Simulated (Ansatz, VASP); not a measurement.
# Ba in VASP and in Ansatz

```
CELL_PARAMETERS angstrom
0.00000 3.23267 3.23267
3.23267 0.00000 3.23267
3.23267 3.23267 0.00000
ATOMIC_POSITIONS crystal
Ba 0.00000 0.00000 0.00000
```

Alike in both runs: task relaxation of cell and atoms; functional revPBE; k mesh 7 × 7 × 7; occupations fermi-dirac, width 0.05 eV; no spin polarisation.

|  | VASP | Ansatz |
| --- | --- | --- |
| version | VASP 6.6.1 | Ansatz 0.2.0 |
| potentials or method | VASP PAW PBE potentials, release 64 (Ba_sv), cutoff 600 eV | all-electron LAPW, scalar-relativistic |

```tsv
	VASP	Ansatz	Ansatz less VASP
relaxed volume (Å³/atom)	68.96	68.62	-0.338
relaxed cell length with the largest relative difference (Å)	4.603	4.595	-0.0075
```

VASP's potentials were made for PBE, not for revPBE. Ansatz ran all-electron here, and VASP with PAW potentials.

Neither program's run includes spin-orbit coupling.
